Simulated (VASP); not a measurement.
## HW8C8: single point with r2SCAN+D3(BJ)

HW8C8, a slab with vacuum:

```
W C H
1.0
     5.80340    0.00000    0.00000
    -2.90170    5.02589    0.00000
     0.00000    0.00000   15.25085
W C H
8 8 1
Cartesian
  0.0000 0.0000 1.0000
  0.0745 -0.1254 3.9085
  -1.4508 2.5129 1.0000
  -1.3820 2.4711 3.9120
  2.9017 0.0000 1.0000
  2.9061 -0.0460 3.9097
  1.4508 2.5129 1.0000
  1.3932 2.4854 3.8337
  1.5655 0.8465 2.0937
  1.3846 0.7895 4.9249
  0.1306 3.2655 2.3139
  -0.0339 3.3550 5.0132
  4.4063 0.7421 2.0752
  4.4233 0.9005 4.9669
  2.9698 3.2779 2.2633
  2.6913 3.3479 5.1591
  2.5421 3.0787 6.2609
```

```
Program             : VASP 6.6.1
Task                : single point
Functional          : r2SCAN
Dispersion          : D3(BJ)
Potentials or basis : VASP PAW PBE potentials, release 64 (W_sv, C, H)
Cutoff              : 520 eV
k mesh              : 3 × 3 × 1
Occupations         : fermi-dirac, width 0.15 eV
Spin                : no spin polarisation
```

| Quantity | Value |
| --- | --- |
| Largest force | 4.176 eV/Å |
| Band gap on the k mesh | zero (an odd number of electrons rules out a gap without spin polarisation) |
| Dispersion energy per atom | -0.115 eV |

Forces in eV/Å, atoms in the order of the input:
```
W    1.753 -1.573 -1.946
W   -2.945  1.171 -0.637
W    0.829 -0.052 -0.762
W   -2.346  0.397 -1.724
W    0.959 -1.710 -2.137
W    1.163  1.310 -0.796
W    0.875  0.443 -1.911
W    1.807 -1.041 -0.016
C   -1.629 -0.547  3.369
C    0.868  0.456  0.796
C   -2.248  1.182  0.221
C    0.552  0.157  0.684
C   -0.723  1.423  3.859
C   -0.291 -2.213 -0.061
C   -0.505  0.715  1.559
C    1.340 -0.985  0.991
H    0.542  0.866 -1.489
```

Levels at points of the mesh, in eV from the Fermi level:
```
           k point  band 69  band 70  band 71  band 72  band 73  band 74  band 75  band 76  band 77  band 78
(0.00, 0.00, 0.00)    -0.36     0.14     0.21     0.32     0.48     0.54     1.30     1.69     1.86     2.14
```

Wall time 14 min on 1 thread of Intel(R) Xeon(R) 6975P-C (Granite Rapids), with other jobs on the host, peak memory 0.72 GiB.

Caveat: the k points lie up to 0.42 Å⁻¹ apart, too coarse for converged energies and pressures of a metal; there is no dipole correction, which matters where the two faces differ; the PAW data sets were made with another functional, which shifts forces and pressure a little; spin-orbit coupling is left out, which moves the levels of the heavy elements.
